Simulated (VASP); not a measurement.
# Mg (P-1) in VASP: a series of runs, part 2 of 2

VASP 6.6.1. The steps go on from the part before.

## Step 3: Electric field gradients, PBEsol (equal xy, yz and zx shear strains of -2 %)

The input, INCAR:

```
SYSTEM = Mg
PREC     = Accurate       ! precision mode
ENCUT    = 520            ! plane-wave cutoff, eV
EDIFF    = 1E-8           ! SCF threshold, eV
ISMEAR   = -1             ! smearing method
SIGMA    = 0.08           ! smearing width, eV
LREAL    = .False.        ! projectors in reciprocal space
LASPH    = .True.         ! aspherical terms in the spheres
NELM     = 80             ! most SCF steps
ALGO     = Normal         ! electronic algorithm
ISIF     = 2              ! what is computed and relaxed
LWAVE    = .False.        ! write WAVECAR
LCHARG   = .False.        ! write CHGCAR
GGA      = PS             ! functional
LEFG     = .True.       
NBANDS   = 9              ! bands
```

The input, KPOINTS:

```
Automatic mesh
0
Gamma
  12 12 7
  0 0 0
```

The input, POSCAR:

```
Mg
1.0
    3.2092715325     -0.0320927153     -0.0320927153
   -1.6324288730      2.7953570325     -0.0117467491
   -0.0521033000     -0.0521033000      5.2103300000
Mg
2
Direct
    0.3333333333      0.6666666667      0.2500000000
    0.6666666667      0.3333333333      0.7500000000
```

Potentials or basis: VASP PAW PBE potentials, release 64 (Mg).

The run is started by

```
cat potpaw_PBE.64/Mg/POTCAR > POTCAR
mpirun -np 1 vasp_std > vasp.out
```

OUTCAR:

```text
SYSTEM = Mg
   PREC = Accurate
   ENCUT = 520
   EDIFF = 1E-8
   ISMEAR = -1
   LREAL = .False.
   LASPH = .True.
   NELM = 80
   ISIF = 2
   GGA = PS

 ion  position               nearest neighbor table
   1  0.333  0.667  0.250-   2 3.15   2 3.17   2 3.20   2 3.22   2 3.23   2 3.23
   2  0.667  0.333  0.750-   1 3.15   1 3.17   1 3.20   1 3.22   1 3.23   1 3.23

  LATTYP: Found a triclinic cell.
 ALAT       =     3.1818209186
 B/A-ratio  =     1.0087281861
 C/A-ratio  =     1.6376946221
 COS(alpha) =     0.0198960208
 COS(beta)  =     0.0274156886
 COS(gamma) =     0.4869832429

  Lattice vectors:

 A1 = (   1.5768426595,   2.7632643172,  -0.0438394644)
 A2 = (   3.2092715325,  -0.0320927153,  -0.0320927153)
 A3 = (   0.0521033000,   0.0521033000,  -5.2103300000)

Analysis of symmetry for initial positions (statically):
=====================================================================
 Subroutine PRICEL returns:
 Original cell was already a primitive cell.

 Routine SETGRP: Setting up the symmetry group for a
 triclinic supercell.

 Subroutine GETGRP returns: Found  2 space group operations
 (whereof  2 operations were pure point group operations)
 out of a pool of  2 trial point group operations.

The static configuration has the point symmetry S_2 .

Analysis of symmetry for dynamics (positions and initial velocities):
=====================================================================
 Subroutine PRICEL returns:
 Original cell was already a primitive cell.

 Routine SETGRP: Setting up the symmetry group for a
 triclinic supercell.

 Subroutine GETGRP returns: Found  2 space group operations
[... 160 lines left out ...]
      2       0.8661      2.00000
      3       1.2955      2.00000
      4      13.1647      0.00000
      5      13.2750      0.00000
      6      13.6089      0.00000
      7      13.6509      0.00000
      8      14.3284      0.00000
      9      15.8695      0.00000
[... 265 lines left out ...]
 k-point    24 :       0.3333    0.1667    0.0000
  band No.  band energies     occupation
      1      -0.5486      2.00000
      2       2.4742      1.11450
      3       4.3266      0.00000
      4       4.8053      0.00000
      5       5.8583      0.00000
      6       7.3649      0.00000
      7       8.5808      0.00000
      8      10.2776      0.00000
      9      11.2609      0.00000

 [... further k-points ...]
[... 5 lines left out ...]
  --------------------------------------------------------------------------------------
  -------------------------------------------------------------------------------------
  Total       -0.2609567     -0.2646694     -0.4578718      0.0982327      0.1031685      0.1042859
  in kB       -8.9991478     -9.1271828    -15.7898070      3.3875761      3.5577888      3.5963210
  external PRESSURE =     -11.3053792 kB  Pullay stress =       0.0000000 kB

 VOLUME and BASIS-vectors are now :
 -----------------------------------------------------------------------------
  energy-cutoff  :      520.00
  volume of cell :       46.46
      direct lattice vectors                 reciprocal lattice vectors
     3.209271532 -0.032092715 -0.032092715     0.313477701  0.183085156  0.004965629
    -1.632428873  2.795357033 -0.011746749     0.003635092  0.359874148  0.003635092
    -0.052103300 -0.052103300  5.210330000     0.001939042  0.001939042  0.191965204

 POSITION                                       TOTAL-FORCE (eV/Angst)
 -----------------------------------------------------------------------------------
     -0.03155      1.83985      1.28405         0.018593      0.000572      0.002275
      1.55629      0.87131      3.88244        -0.018593     -0.000572     -0.002275
 -----------------------------------------------------------------------------------
    total drift:                                0.000000     -0.000000     -0.000000

  FREE ENERGIE OF THE ION-ELECTRON SYSTEM (eV)
  ---------------------------------------------------
  free  energy   TOTEN  =        -3.4478113976 eV

  energy  without entropy=       -3.4298131006  energy(sigma->0) =       -3.43881225

 Electric field gradients (V/A^2)
---------------------------------------------------------------------
 ion       V_xx      V_yy      V_zz      V_xy      V_xz      V_yz
---------------------------------------------------------------------
   1      -0.398    -0.423     0.821    -0.503    -0.432    -0.425
   2      -0.398    -0.423     0.821    -0.503    -0.432    -0.425
---------------------------------------------------------------------

 Electric field gradients after diagonalization (V/A^2)
 (convention: |V_zz| > |V_xx| > |V_yy|)
----------------------------------------------------------------------
 ion       V_xx      V_yy      V_zz     asymmetry (V_yy - V_xx)/ V_zz
----------------------------------------------------------------------
   1       1.011     0.093    -1.104       0.832
   2       1.011     0.093    -1.104       0.832
----------------------------------------------------------------------

           NMR quadrupolar parameters

 Cq : quadrupolar parameter    Cq=e*Q*V_zz/h
 eta: asymmetry parameters     (V_yy - V_xx)/ V_zz
 Q  : nuclear electric quadrupole moment in mb (millibarn)
----------------------------------------------------------------------
 ion       Cq(MHz)       eta       Q (mb)
----------------------------------------------------------------------
   1      -0.003       0.832       1.000
   2      -0.003       0.832       1.000
----------------------------------------------------------------------
```

OSZICAR:

```text
N       E                     dE             d eps       ncg     rms          rms(c)
DAV:   1    -0.700379965537E+00   -0.70038E+00   -0.12968E+03  9116   0.315E+02
DAV:   2    -0.342344270405E+01   -0.27231E+01   -0.26092E+01 11947   0.271E+01
DAV:   3    -0.346781339788E+01   -0.44371E-01   -0.43998E-01 11736   0.281E+00
DAV:   4    -0.346795445018E+01   -0.14105E-03   -0.14104E-03 11391   0.155E-01
DAV:   5    -0.346795513245E+01   -0.68227E-06   -0.68201E-06 11516   0.107E-02    0.967E-01
DAV:   6    -0.345745197298E+01    0.10503E-01   -0.66173E-04 10375   0.162E-01    0.616E-01
DAV:   7    -0.344780625218E+01    0.96457E-02   -0.27330E-03  9635   0.296E-01    0.321E-02
DAV:   8    -0.344781199768E+01   -0.57455E-05   -0.20873E-05 12923   0.277E-02    0.643E-03
DAV:   9    -0.344781157658E+01    0.42110E-06   -0.93190E-07 10222   0.411E-03    0.563E-04
DAV:  10    -0.344781144238E+01    0.13420E-06   -0.10096E-08 11758   0.409E-04    0.189E-04
DAV:  11    -0.344781141920E+01    0.23182E-07   -0.56530E-10  5780   0.155E-04    0.607E-05
DAV:  12    -0.344781139682E+01    0.22376E-07   -0.79406E-11  5177   0.381E-05    0.489E-06
DAV:  13    -0.344781139757E+01   -0.74547E-09   -0.42311E-12  4985   0.132E-05
   1 F= -.34478114E+01 E0= -.34388122E+01  d E =-.179983E-01
```

Wall time 2.5 min (1 thread of Oxide Virtual Turin-like, shared host); peak memory 0.29 GiB.

Results:

```
Free energy            : -3.4478 eV
Pressure               : -1.1 GPa
Largest force          : 0.019 eV/Å
Band gap on the k mesh : zero (band 2 reaches 3.54 eV, above the bottom of band 3 at 1.30 eV)
```

Forces in eV/Å, atoms in the order of the input:
```
Mg   0.019  0.001  0.002
Mg  -0.019 -0.001 -0.002
```

Stress tensor (GPa, compression positive):
```
-0.90  0.34  0.36
 0.34 -0.91  0.36
 0.36  0.36 -1.58
```

Electric field gradients, principal values (V/Å²):
| atom | least | middle | greatest (by size) |
| --- | --- | --- | --- |
| 1 Mg | 0.093 | 1.011 | -1.104 |
| 2 Mg | 0.093 | 1.011 | -1.104 |

Caveat: the cell differs from its parent crystal (equal xy, yz and zx shear strains of -2 %); without QUAD_EFG the Cq values of the log hold for a quadrupole moment of 1 mb, not for the nuclei; the PAW data sets were made with another functional, which shifts forces and pressure a little.
